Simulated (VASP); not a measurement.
# Sn3PbS4 (P1) in VASP: relaxation of cell and atoms with PBE

Aim: the relaxation of cell and atoms of Sn3PbS4 with PBE.

All numbers are computed with VASP 6.6.1; they aren't measurements. Logs are shortened: lines on timing, memory, paths and dates and some standing lists are left out, and cuts for length are marked.

## Step 1: The cell of the first run

The typed cell holds 8 atoms: a = 4.100 Å, b = 6.017 Å, c = 8.518 Å, α = 90.32°, β = 89.90°, γ = 89.80°.

## Step 2: Relaxation of cell and atoms, PBE

The input, INCAR:

```
PREC = Accurate
ENCUT = 600
EDIFF = 1E-6
ISMEAR = 0
SIGMA = 0.1
LREAL = False
LASPH = True
NELM = 60
ALGO = Normal
ISIF = 3
LWAVE = False
LCHARG = False
GGA = PE
IBRION = 2
NSW = 80
EDIFFG = -0.025
```

The input, KPOINTS:

```
regular mesh
0
Gamma
  4 2 2
```

The input, POSCAR:

```
Sn3PbS4
1.0
   -0.0071473541     -4.1002914271     -0.0037174528
   -6.0168035448     -0.0105569787     -0.0121569955
    0.0641760419     -0.0075344788     -8.5180590311
Sn Pb S
3 1 4
Direct
   -0.0332162121      0.2484439360      0.6175739866
    0.5486564272      0.7060438292      0.8565913209
    0.4762513874      0.7936409344      0.4018133843
    0.0514476203      0.3126338033      0.0902910630
    0.5508784318      0.1591637118      0.8430323952
    0.5249675598      0.3517552551      0.3469682755
   -0.0775035930      0.7991418063      0.1902138178
   -0.0414816213      0.6291777238      0.6535167567
```

Potentials or basis: VASP PAW PBE potentials, release 64 (Sn_d, Pb_d, S).

Started as:

```console
$ cat potpaw_PBE.64/Sn_d/POTCAR potpaw_PBE.64/Pb_d/POTCAR potpaw_PBE.64/S/POTCAR > POTCAR
$ mpirun -np 1 vasp_std > vasp.out
```

OUTCAR:

```text
PREC = Accurate
   ENCUT = 600
   EDIFF = 1E-6
   ISMEAR = 0
   LREAL = False
   LASPH = True
   NELM = 60
   ISIF = 3
   GGA = PE
   IBRION = 2
   NSW = 80
   EDIFFG = -0.025

 ion  position               nearest neighbor table
   1  0.967  0.248  0.618-   8 2.31   5 2.63   6 3.00   5 3.12
   2  0.549  0.706  0.857-   8 2.45   5 2.73   8 3.01   4 3.71   4 3.72
   3  0.476  0.794  0.402-   7 2.57   6 2.70   7 2.90   8 3.08   8 3.18
   4  0.051  0.313  0.090-   6 2.94   5 3.07   6 3.08   5 3.08   7 3.09   7 3.25   2 3.71   2 3.72

   5  0.551  0.159  0.843-   1 2.63   2 2.73   4 3.07   4 3.08   1 3.12
   6  0.525  0.352  0.347-   3 2.70   4 2.94   1 3.00   4 3.08
   7  0.922  0.799  0.190-   3 2.57   3 2.90   4 3.09   4 3.25
   8  0.959  0.629  0.654-   1 2.31   2 2.45   2 3.01   3 3.08   3 3.18

  LATTYP: Found a triclinic cell.
 ALAT       =     7.2692480089
 B/A-ratio  =     0.5640610056
 C/A-ratio  =     1.1718274166
 COS(alpha) =     0.0017779738
 COS(beta)  =     0.0055651191
 COS(gamma) =     0.5611644130

  Lattice vectors:

 A1 = (   6.0096561907,  -4.0897344484,   0.0084395427)
 A2 = (  -0.0071473541,  -4.1002914271,  -0.0037174528)
 A3 = (   0.0641760419,  -0.0075344788,  -8.5180590311)

Analysis of symmetry for initial positions (statically):
=====================================================================
 Subroutine PRICEL returns:
 Original cell was already a primitive cell.

 Routine SETGRP: Setting up the symmetry group for a
 triclinic supercell.

 Subroutine GETGRP returns: Found  1 space group operations
 (whereof  1 operations were pure point group operations)
 out of a pool of  2 trial point group operations.

The static configuration has the point symmetry C_1 .

Analysis of symmetry for dynamics (positions and initial velocities):
=====================================================================
 Subroutine PRICEL returns:
 Original cell was already a primitive cell.

 Routine SETGRP: Setting up the symmetry group for a
 triclinic supercell.

 Subroutine GETGRP returns: Found  1 space group operations
 (whereof  1 operations were pure point group operations)
 out of a pool of  2 trial point group operations.

The dynamic configuration has the point symmetry C_1 .

 Subroutine INISYM returns: Found  1 space group operations
 (whereof  1 operations are pure point group operations),
 and found     1 'primitive' translations

[... 97 lines left out ...]
   IBRION =      2    ionic relax: 0-MD 1-quasi-New 2-CG
   NFREE  =      1    steps in history (QN), initial steepest desc. (CG)
   ISIF   =      3    stress and relaxation
   ISYM   =      2    0-nonsym 1-usesym 2-fastsym
   POTIM  = 0.5000    time-step for ionic-motion
   TEBEG  =    0.0;   TEEND  =   0.0 temperature during run
   PSTRESS=    0.0 pullay stress
   NELECT =      80.0000    total number of electrons
   NUPDOWN=      -1.0000    fix difference up-down
   EMIN   =  10.00;   EMAX   =-10.00  energy-range for DOS
   EFERMI =   0.00;   METHOD = LEGACY
   ISMEAR =     0;   SIGMA  =   0.10  broadening in eV -4-tet -1-fermi 0-gaus
   EFERMI_NEDOS =   21; number of points for ismear=-14 and -15
   IALGO  =     38    algorithm
   IMIX   =      4    mixing-type and parameters
     AMIX     =   0.40;   BMIX     =  1.00
     AMIX_MAG =   1.60;   BMIX_MAG =  1.00
  volume/ion in A,a.u.               =      26.27       177.27
  Fermi-wavevector in a.u.,A,eV,Ry     =   1.186486  2.242134 19.153603  1.407750
  Thomas-Fermi vector in A             =   2.322658
   LORBIT       =      0    0 simple, 1 ext, 2 COOP (PROOUT), +10 PAW based schemes
   GGA     = PE    functional components
   LHFCALC =     F    Hartree Fock is set to
   AEXX    =    0.0000 exact exchange contribution
   IVDW    =     0    specifies the selected vdW correction
   LEPSILON=     F    determine dielectric tensor
   LRPA    =     F    only Hartree local field effects (RPA)
 conjugate gradient relaxation of ions
 non-spin polarized calculation
 Gauss-broadening in eV      SIGMA  =   0.10
  energy-cutoff  :      600.00
  volume of cell :      210.15
 maximum number of plane-waves:      7042
 NGX is ok and might be reduce to    36
   NGX = 17   NGY = 25   NGZ = 35

--------------------------------------- Ionic step        1  -------------------------------------------

 number of electron      80.0000002 magnetization

 Free energy of the ion-electron system (eV)
  ---------------------------------------------------
  ext. energy  EPLUGINS =         0.00000000
  ---------------------------------------------------
  free energy    TOTEN  =       -33.84170673 eV

  energy without entropy =      -33.84089100  energy(sigma->0) =      -33.84129886

------------------------ aborting loop because EDIFF is reached ----------------------------------------

  FORCE on cell =-STRESS in cart. coord.  units (eV):
  Direction    XX          YY          ZZ          XY          YZ          ZX
  --------------------------------------------------------------------------------------
  -------------------------------------------------------------------------------------
  Total        6.5022617      1.4632705     -0.5013638      0.2035091     -2.6078394     -0.3153334
  in kB       49.5734218     11.1560146     -3.8224117      1.5515588    -19.8822394     -2.4041106
  external PRESSURE =      18.9690082 kB  Pullay stress =       0.0000000 kB
[... 107 lines left out ...]
  FREE ENERGIE OF THE ION-ELECTRON SYSTEM (eV)
  ---------------------------------------------------
  free  energy   TOTEN  =       -34.4567773712 eV

  energy  without entropy=      -34.4565585321  energy(sigma->0) =      -34.45666795

[... ionic steps 4 to 26 ...]

--------------------------------------- Ionic step       27  -------------------------------------------

 number of electron      80.0000005 magnetization

------------------------ aborting loop because EDIFF is reached ----------------------------------------
[... 79 lines left out ...]
--------------------------------------- Ionic step       29  -------------------------------------------

 number of electron      80.0000004 magnetization

 Free energy of the ion-electron system (eV)
  ---------------------------------------------------
  ext. energy  EPLUGINS =         0.00000000
  ---------------------------------------------------
  free energy    TOTEN  =       -35.09703484 eV

  energy without entropy =      -35.09696652  energy(sigma->0) =      -35.09700068

 E-fermi :   5.7652     XC(G=0):  -9.5692

 val. band max:        5.5373609385   @ k =   0.0000   0.5000   0.0000
 cond. band min:       5.9820827580   @ k =   0.5000   0.5000   0.0000
 fundamental gap:      0.4447218196
 Fermi energy:         5.7652248104

 k-point     1 :       0.0000    0.0000    0.0000
  band No.  band energies     occupation
      1     -15.7878      2.00000
      2     -15.7730      2.00000
      3     -15.7675      2.00000
      4     -15.7576      2.00000
      5     -15.7531      2.00000
      6     -15.7401      2.00000
[... 636 lines left out ...]
  FREE ENERGIE OF THE ION-ELECTRON SYSTEM (eV)
  ---------------------------------------------------
  free  energy   TOTEN  =       -35.0970348380 eV

  energy  without entropy=      -35.0969665153  energy(sigma->0) =      -35.09700068

 reached required accuracy - stopping structural energy minimisation
```

OSZICAR:

```text
N       E                     dE             d eps       ncg     rms          rms(c)
DAV:   1     0.986964398441E+03    0.98696E+03   -0.39717E+04  1184   0.228E+03
[... 284 lines left out ...]
DAV:   2    -0.350993667713E+02    0.65199E-02   -0.32599E-02  1608   0.150E+00    0.274E-01
DAV:   3    -0.350972087223E+02    0.21580E-02   -0.59761E-03  1584   0.670E-01    0.111E-01
DAV:   4    -0.350970467192E+02    0.16200E-03   -0.80289E-04  1624   0.193E-01    0.444E-02
DAV:   5    -0.350970297523E+02    0.16967E-04   -0.12265E-04  1536   0.769E-02    0.155E-02
DAV:   6    -0.350970333189E+02   -0.35666E-05   -0.28632E-05  1360   0.451E-02    0.818E-03
DAV:   7    -0.350970345872E+02   -0.12684E-05   -0.12623E-06   832   0.986E-03    0.240E-03
DAV:   8    -0.350970348380E+02   -0.25080E-06   -0.59045E-07   768   0.658E-03
  29 F= -.35097035E+02 E0= -.35097001E+02  d E =-.442036E-03
```

Wall time 29 min (1 thread of Intel Xeon 6975P-C (Granite Rapids), shared host); peak memory 0.43 GiB.

What came out:

* Free energy: -35.0970 eV
* Relaxed volume: 25.92 Å³/atom
* Relaxed cell: a = 4.077 Å, b = 6.154 Å, c = 8.266 Å, α = 90.39°, β = 89.90°, γ = 89.98°
* Space group after relaxing (to 0.1 Å): Pm (No. 6)
* Energy gained by relaxing: 156.9 meV/atom
* Ionic steps: 29
* Pressure after relaxing: 0.1 GPa
* Largest force after relaxing: 0.024 eV/Å
* Band gap on the k mesh: 0.44 eV (least direct gap 0.75 eV)

Forces in eV/Å, atoms in the order of the input:
```
Sn   0.014  0.009 -0.010
Sn  -0.008  0.001 -0.006
Sn  -0.018 -0.002 -0.015
Pb  -0.003 -0.010  0.010
S    0.002 -0.005 -0.008
S    0.012  0.002  0.005
S   -0.008  0.008  0.019
S    0.008 -0.004  0.006
```

The path:
```csv
step,energy change (eV),largest force (eV/Å),pressure (GPa),volume (Å³)
1,0.0000,3.1884,1.90,210.15
2,-0.6150,0.8155,-2.13,219.59
3,-0.6151,0.8139,-2.17,219.65
4,-0.8313,0.6027,-0.19,210.02
5,-0.8629,0.6661,1.15,204.80
6,-0.9708,0.4849,0.69,206.11
7,-1.0086,0.5823,0.37,207.43
8,-1.0733,0.3862,-0.53,210.43
9,-1.0854,0.3355,-1.01,212.46
10,-1.1355,0.2880,-0.18,209.24
11,-1.1487,0.3144,0.60,206.68
12,-1.1849,0.2589,0.42,207.66
13,-1.1898,0.2563,0.37,208.17
14,-1.2085,0.2254,-0.31,210.92
15,-1.2104,0.2201,-0.63,212.22
16,-1.2248,0.1391,-0.27,210.93
17,-1.2287,0.1866,0.07,209.86
18,-1.2358,0.1421,0.08,209.72
19,-1.2413,0.1336,0.08,209.45
20,-1.2468,0.0709,-0.16,209.98
21,-1.2474,0.0708,-0.28,210.24
22,-1.2500,0.1010,0.15,208.15
23,-1.2502,0.0876,0.08,208.51
24,-1.2523,0.0567,0.04,208.30
25,-1.2529,0.0882,0.01,208.02
26,-1.2530,0.0748,0.01,208.10
27,-1.2546,0.0431,-0.03,208.05
28,-1.2549,0.0285,-0.06,208.03
29,-1.2553,0.0236,0.10,207.36
```

Final structure:
```
Sn Pb S
1.0
    -0.00215   -4.07667   -0.00496
    -6.15380    0.00087   -0.01024
     0.07032   -0.00428   -8.26534
Sn Pb S
3 1 4
Direct
  0.00270 0.20128 0.60268
  0.49921 0.70767 0.88592
  0.49955 0.79960 0.39023
  0.99880 0.30246 0.10677
  0.49992 0.12292 0.81834
  0.49862 0.38022 0.33395
  0.00084 0.86262 0.18181
  0.00036 0.62323 0.68030
```

Caveat: the k points lie up to 0.51 Å⁻¹ apart in the final cell; spin-orbit coupling is left out, which moves the levels of the heavy elements.
